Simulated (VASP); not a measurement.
A run of VASP 6.6.1 is set up as follows.

Contents of POSCAR:

```
Fe
1.0
    0.0000000000      1.9417396906      1.9651051623
    1.4984397099      0.0000000000      1.9651051623
    1.4984397099      1.9417396906      0.0000000000
Fe
1
Direct
    0.0000000000      0.0000000000      0.0000000000
```

Contents of INCAR.step1:

```
SYSTEM = Fe
PREC = Accurate
ENCUT = 520
EDIFF = 1E-5
ISMEAR = -1
SIGMA = 0.05
LREAL = .False.
LASPH = .True.
NELM = 150
ALGO = Normal
ISIF = 2
LWAVE = .True.
LCHARG = .False.
ISPIN = 2
MAGMOM = 3
LORBIT = 11
LMAXMIX = 4
GGA = PE
NBANDS = 14
```

File INCAR.step2:

```
SYSTEM = Fe
PREC = Accurate
ENCUT = 520
EDIFF = 1E-6
ISMEAR = -1
SIGMA = 0.05
LREAL = .False.
LASPH = .True.
NELM = 150
ALGO = Normal
ISIF = 2
LWAVE = .False.
LCHARG = .False.
ISPIN = 2
MAGMOM = 3
LORBIT = 11
LMAXMIX = 4
GGA = PE
LHFCALC = .True.
AEXX = 0.25
PRECFOCK = Normal
ISTART = 1
NBANDS = 14
```

The input KPOINTS:

```
regular mesh
0
Gamma
  7 7 7
  0 0 0
```

Potentials or basis: VASP PAW PBE potentials, release 64 (Fe).

Run with:

```bash
$ cat potpaw_PBE.64/Fe/POTCAR > POTCAR
$ cp INCAR.step1 INCAR
$ mpirun -np 1 vasp_std > vasp.out
$ cp INCAR.step2 INCAR
$ mpirun -np 1 vasp_std > vasp.out
```

(1) Estimate the site moments.

(2) Estimate the pressure.

(3) Predict the net moment.

Results:

(1) Fe +2.89 μB.

(2) 15.8 GPa.

(3) 2.86 μB per cell.

Caveat: the k points lie up to 0.44 Å⁻¹ apart; the PAW data sets were made with another functional, which shifts forces and pressure a little.
